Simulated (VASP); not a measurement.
A run of VASP 6.6.1 is set up as follows.

The input INCAR:

```
SYSTEM = C
PREC = Accurate ; ENCUT = 520
EDIFF = 1E-6 ; ISMEAR = 0
SIGMA = 0.1 ; LREAL = Auto
LASPH = .TRUE. ; NELM = 60
ALGO = Normal ; ISIF = 2
LWAVE = .FALSE. ; LCHARG = .FALSE.
GGA = PE ; NBANDS = 78
```

The input KPOINTS:

```
Automatic mesh
0
G
  4 4 4
  0 0 0
```

Contents of POSCAR:

```
C
1.0
    6.1662906811     -2.1360657508      0.0000000000
    1.2332581362     -6.4081972523      0.0000000000
    2.4665162724     -2.8480876677     -8.5756693636
C
29
Direct
    0.3679385387      0.6893364818      0.2597619971
    0.2248155109      0.4035248418      0.2602175883
    0.0821759694      0.1179305853      0.2598256656
    0.9393012349      0.8319792252      0.2600284486
    0.7963802315      0.5463024278      0.2603855052
    0.6537741784      0.2608177765      0.2596024760
    0.5107601428     -0.0248727254      0.2596528511
    0.7013842706      0.0227129934      0.2595582812
    0.5584625342      0.7368688463      0.2599099738
    0.4154677713      0.4511905596      0.2598436233
    0.2726126961      0.1655462157      0.2597990787
    0.1298395933      0.8798558579      0.2597371593
    0.9866544357      0.5937716810      0.2607244875
    0.8441142289      0.3083683666      0.2599295642
    0.1608644354      0.7078507423      0.7404416764
    0.0250367493      0.4193543197      0.7144420733
    0.8865772104      0.1403146184      0.7054589844
    0.7457178424      0.8534389719      0.7085460904
    0.6014139080      0.5682736780      0.7113023767
    0.4640687550      0.2765292673      0.7106647588
    0.3172472321      0.9956219056      0.7096180767
    0.5102233287      1.0443955676      0.7053078592
    0.3655997377      0.7593089908      0.7146195521
    0.2127521958      0.4534442161      0.7401995962
    0.0767195195      0.1863212110      0.7096024511
    0.9291713234      0.9044563917      0.7110665933
    0.7914199993      0.6125596080      0.7113162532
    0.6490520996      0.3291965233      0.7084440575
    0.1361675620      0.5282611766      0.8947250267
```

Potentials or basis: VASP PAW PBE potentials, release 64 (C).

The run is started by

```bash
$ cat potpaw_PBE.64/C/POTCAR > POTCAR
$ mpirun -np 1 vasp_std > vasp.out
```

Task: Estimate the largest force.

Result: 0.089 eV/Å.

Task: What does it give for the band gap on the k mesh?

Result: Zero (bands 58 and 59 overlap by 0.04 eV).

Task: Estimate the pressure.

Result: 2.2 GPa.

Forces in eV/Å, atoms in the order of the input:
```
C   -0.004  0.003 -0.001
C   -0.005 -0.003 -0.001
C   -0.012  0.002  0.005
C   -0.004 -0.005 -0.001
C    0.002  0.009  0.000
C    0.006  0.003  0.001
C    0.001 -0.008  0.002
C   -0.005  0.000 -0.001
C    0.004  0.003  0.003
C   -0.001 -0.004  0.003
C    0.008  0.005  0.001
C    0.002 -0.006  0.001
C   -0.005 -0.001  0.002
C   -0.002 -0.006  0.001
C   -0.001 -0.027  0.013
C    0.011 -0.020  0.000
C    0.010 -0.004  0.001
C   -0.005 -0.006 -0.003
C   -0.004  0.012 -0.003
C   -0.018 -0.018  0.000
C    0.004 -0.013  0.005
C    0.008  0.013  0.006
C   -0.001  0.015  0.007
C    0.002  0.043  0.043
C    0.000  0.014 -0.001
C    0.006  0.003  0.005
C    0.003 -0.002  0.003
C   -0.001 -0.003  0.000
C   -0.001  0.002 -0.089
```
